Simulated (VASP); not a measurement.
Input of a VASP 6.6.1 run:

File INCAR:

```
SYSTEM = Si2C
ALGO = Normal ; EDIFF = 1E-6
ENCUT = 520 ; GGA = PE
ISIF = 2 ; ISMEAR = -1
LASPH = .True. ; LCHARG = .False.
LREAL = .False. ; LWAVE = .False.
NBANDS = 13 ; NELM = 80
PREC = Accurate ; SIGMA = 0.05
```

KPOINTS

```
k-points
0
Gamma
  7 7 4
  0 0 0
```

File POSCAR:

```
Si2C
1.0
    3.3797266700      0.0000000000      0.0000000000
   -1.6898633400      2.9269291600      0.0000000000
    0.0000000000      0.0000000000      4.6533202500
Si C
2 1
Direct
    0.3196890000      0.6565670000      0.7491440000
    0.3383810000      0.6796170000      0.2388180000
   -0.0098540000     -0.0099810000     -0.0082740000
```

Potentials or basis: VASP PAW PBE potentials, release 64 (Si, C).

The run is started by

```console
$ cat potpaw_PBE.64/Si/POTCAR potpaw_PBE.64/C/POTCAR > POTCAR
$ mpirun -np 1 vasp_std > vasp.out
```

Problem. Predict the band gap on the k mesh.

Solution. Zero (bands 6 and 7 overlap by 2.76 eV).

Problem. Predict the pressure.

Solution. -11.8 GPa.

Problem. Estimate the largest force.

Solution. 1.246 eV/Å.

Forces on the atoms (eV/Å):
```
Si  -0.048 -0.178 -1.179
Si   0.049  0.100  1.241
C   -0.002  0.078 -0.062
```

Caveat: the stress differs along the axes, from -24 to 11 GPa; forces of over 1 eV/Å act on the atoms, so gaps and moduli don't describe the material at rest.
